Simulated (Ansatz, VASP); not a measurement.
## LuSc4O: VASP beside Ansatz

```
CELL_PARAMETERS angstrom
4.06098 0.00000 0.00000
0.00000 4.06098 0.00000
0.00000 0.00000 5.83563
ATOMIC_POSITIONS crystal
Lu 0.00000 0.00000 0.00000
Sc 0.50000 0.00000 0.76315
Sc 0.00000 0.50000 0.23685
Sc 0.50000 0.00000 0.23685
Sc 0.00000 0.50000 0.76315
O 0.50000 0.50000 0.50000
```

Change from the starting cell: species swapped into the CePrO4 type (P4/mmm, No. 123).

Alike in both runs: task single point; functional PBE; k mesh 4 × 4 × 4; occupations gaussian, width 0.1 eV; no spin polarisation.

|  | VASP | Ansatz |
| --- | --- | --- |
| version | VASP 6.6.1 | Ansatz 0.2.0 |
| potentials or method | VASP PAW PBE potentials, release 64 (Lu, Sc_sv, O), cutoff 520 eV | scalar-relativistic, plane waves, PAW |
| valence electrons in the cell | 75 | 75 |

```tsv
	VASP	Ansatz	Ansatz less VASP
gap on the k mesh at the Fermi level (eV)	none	none	-
rms of the force components (eV/Å)	1.916	1.857	-0.0594
```

Atom by atom the forces differ by 0.059 eV/Å (rms over components). A gap of «none» marks a metal or a gap that the smearing closes.

The k mesh is coarse, so the values compare programs but aren't converged. Neither program's run includes spin-orbit coupling.
